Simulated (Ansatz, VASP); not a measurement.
**Two plane-wave programs on Ta16C**

```
CELL_PARAMETERS angstrom
6.62000 0.00000 0.00000
0.00000 6.62000 0.00000
0.00000 0.00000 6.62000
ATOMIC_POSITIONS crystal
Ta 0.99291 0.00128 0.99956
Ta 0.49288 0.04770 0.99951
Ta 0.99291 0.49797 0.99956
Ta 0.99286 0.98904 0.49955
Ta 0.23023 0.24960 0.26216
Ta 0.49285 0.45159 0.99956
Ta 0.49286 0.00126 0.49954
Ta 0.75550 0.24963 0.26222
Ta 0.99288 0.51021 0.49952
Ta 0.25112 0.74964 0.24130
Ta 0.23023 0.24963 0.73694
Ta 0.49285 0.49799 0.49954
Ta 0.73468 0.74965 0.24129
Ta 0.75552 0.24964 0.73687
Ta 0.25109 0.74963 0.75776
Ta 0.73466 0.74963 0.75780
C 0.49285 0.74964 0.99953
```

Alike in both runs: functional PBE; dispersion D3(BJ); k mesh 3 × 3 × 3; occupations gaussian, width 0.05 eV; no spin polarisation.

Ansatz relaxed the structure, and its values are those at the end. VASP's run is a single point on that final structure, the one shown.

|  | VASP | Ansatz |
| --- | --- | --- |
| version | VASP 6.6.1 | Ansatz 0.2.0 |
| potentials or method | VASP PAW PBE potentials, release 64 (Ta_pv, C), cutoff 520 eV | scalar-relativistic, plane waves, PAW |
| valence electrons in the cell | 180 | 212 |

VASP gave:

- rms of the force components (eV/Å): 0.010

Question: What did Ansatz give for the same quantities?

Answer: rms of the force components (eV/Å): 0.002.

VASP's potentials hold 180 valence electrons a cell and Ansatz's 212, so a difference there can come from the potentials and not from the codes.

Spin-orbit coupling is off throughout.
